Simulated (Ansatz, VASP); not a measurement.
BaTiO3: VASP beside Ansatz

Contents of INCAR:

```
PREC = Accurate
ENCUT = 520
EDIFF = 1E-7
ISMEAR = -1
SIGMA = 0.08
LREAL = F
LASPH = T
NELM = 100
ALGO = Normal
ISIF = 2
LWAVE = F
LCHARG = T
GGA = PS
LELF = T
LVHAR = T
NBANDS = 28
```

KPOINTS

```
Automatic mesh
0
Gamma
  7 7 7
```

POSCAR

```
BaTiO3
1.0
    4.0782473671      0.0000000000      0.0000000000
    0.0000000000      4.0782473671      0.0000000000
    0.0000000000      0.0000000000      4.0968043205
Ba Ti O
1 1 3
Direct
    0.0000000000      0.0000000000      0.0000000000
    0.5000000000      0.5000000000      0.4820000000
    0.5000000000      0.5000000000      0.0160000000
    0.5000000000      0.0000000000      0.5150000000
    0.0000000000      0.5000000000      0.5150000000
```

Input for Ansatz:

```yaml
crystal:
  lattice:
    - [4.0782473671, 0.0, 0.0]
    - [0.0, 4.0782473671, 0.0]
    - [0.0, 0.0, 4.0968043205]
  atoms:
    - { symbol: Ba, position: [0.0, 0.0, 0.0] }
    - { symbol: Ti, position: [0.5, 0.5, 0.482] }
    - { symbol: O, position: [0.5, 0.5, 0.016] }
    - { symbol: O, position: [0.5, 0.0, 0.515] }
    - { symbol: O, position: [0.0, 0.5, 0.515] }
kpoints:
  mp_grid: { grid: [7, 7, 7] }
  band_path:
    path:
      - [0.0, 0.0, 0.0]
      - [0.0, 0.5, 0.0]
      - [0.5, 0.5, 0.0]
      - [0.0, 0.0, 0.0]
      - [0.0, 0.0, 0.5]
      - [0.0, 0.5, 0.5]
      - [0.5, 0.5, 0.5]
      - [0.0, 0.0, 0.5]
      - [0.0, 0.5, 0.0]
    npoints: 5
scf:
  occupations: { method: fermi_dirac, width: 0.08 }
hamiltonian:
  xc: pbesol
  pseudopotentials: { kind: all_electron, lapw: { basis_error: 0.001 } }
output:
  forces: true
  stress: true
  eigenvalues: true
```

Change from the starting cell: volume scaled by 1.06.

Alike in both runs: task single point; functional PBEsol; k mesh 7 × 7 × 7; occupations fermi-dirac, width 0.08 eV; no spin polarisation.

|  | VASP | Ansatz |
| --- | --- | --- |
| version | VASP 6.6.1 | Ansatz 0.2.0 |
| potentials or method | VASP PAW PBE potentials, release 64 (Ba_sv, Ti_sv, O), cutoff 520 eV | all-electron LAPW, scalar-relativistic |

```csv
,VASP,Ansatz,Ansatz less VASP
pressure (GPa),-10.4,-11.8,-1.45
"traceless stress, the component that is largest in VASP (GPa)",0.79,0.73,-0.060
rms of the force components (eV/Å),0.222,0.234,+0.0122
```

VASP's potentials were made for PBE, not for PBEsol. Atom by atom the forces differ by 0.016 eV/Å (rms over components). Ansatz ran all-electron here, and VASP with PAW potentials.

Spin-orbit coupling is off throughout.
